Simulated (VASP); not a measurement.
Crystal: K2Pd.

```
K Pd
1.0
     5.66709    0.00000    0.00000
     0.00000    5.66709    0.00000
     0.00000    0.00000    3.66532
K Pd
2 1
Direct
  0.00000 0.50000 0.50000
  0.50000 0.00000 0.50000
  0.00000 0.00000 0.00000
```

| Property | Result |
| --- | --- |
| Program | VASP 6.6.1 |
| Task | relaxation of cell and atoms |
| Functional | PBEsol |
| Potentials or basis | VASP PAW PBE potentials, release 64 (K_sv, Pd) |
| Cutoff | 600 eV |
| k mesh | 8 × 8 × 12 |
| Occupations | methfessel-paxton, width 0.1 eV |
| Spin | no spin polarisation |

At the start: pressure -0.9 GPa; volume 39.24 Å³/atom.

Question: How do energy, volume and symmetry change on relaxing?

Answer: Over 8 steps the energy falls by 16.0 meV/atom and the volume is 35.76 Å³/atom (-8.9 %); space group P4/mmm (No. 123, to 0.05 Å).

Step by step:
```
step  energy change (eV)  largest force (eV/Å)  pressure (GPa)  volume (Å³)
   1              0.0000                0.0000           -0.91       117.71
   2             -0.0193                0.0000           -0.58       113.97
   3             -0.0328                0.0000            0.04       108.35
   4             -0.0330                0.0000            0.11       107.71
   5             -0.0379                0.0000            0.11       107.43
   6             -0.0470                0.0000            0.12       106.50
   7             -0.0475                0.0000            0.13       106.18
   8             -0.0479                0.0000           -0.02       107.29
```

Final structure:
```
K Pd
1.0
     5.65912    0.00000    0.00000
     0.00000    5.65912    0.00000
     0.00000    0.00000    3.35007
K Pd
2 1
Direct
  0.00000 0.50000 0.50000
  0.50000 0.00000 0.50000
  0.00000 0.00000 0.00000
```

Caveat: the PAW data sets were made with another functional, which shifts forces and pressure a little.
